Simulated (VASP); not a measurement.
A run of VASP 6.6.1 is set up as follows.

File INCAR:

```
  PREC = Accurate
  ENCUT = 520
  EDIFF = 1E-8
  ISMEAR = -1
  SIGMA = 0.08
  LREAL = False
  LASPH = True
  NELM = 80
  ALGO = Normal
  ISIF = 2
  LWAVE = False
  LCHARG = False
  GGA = PE
  LEFG = True
  NBANDS = 26
```

KPOINTS

```
Automatic mesh
0
Gamma
  6 6 11
```

Contents of POSCAR:

```
InSb
1.0
    5.3747974729      0.0000000000      0.0000000000
    0.0000000000      5.7309768836      0.0000000000
    0.0000000000      0.0000000000      3.0731761545
In Sb
2 2
Direct
    0.0000000000      0.0000000000      0.0000000000
    0.5000000000      0.5000000000      0.0000000000
    0.5000000000      0.0000000000      0.8350000000
    0.0000000000      0.5000000000      0.1650000000
```

Potentials or basis: VASP PAW PBE potentials, release 64 (In_d, Sb).

Command:

```bash
$ cat potpaw_PBE.64/In_d/POTCAR potpaw_PBE.64/Sb/POTCAR > POTCAR
$ mpirun -np 1 vasp_std > vasp.out
```

(1) Estimate the pressure.

(2) Estimate the largest force.

## Answers

(1) 16.7 GPa.

(2) 0.732 eV/Å.

Caveat: the cell stands under pressure; without QUAD_EFG the Cq values of the log hold for a quadrupole moment of 1 mb, not for the nuclei.
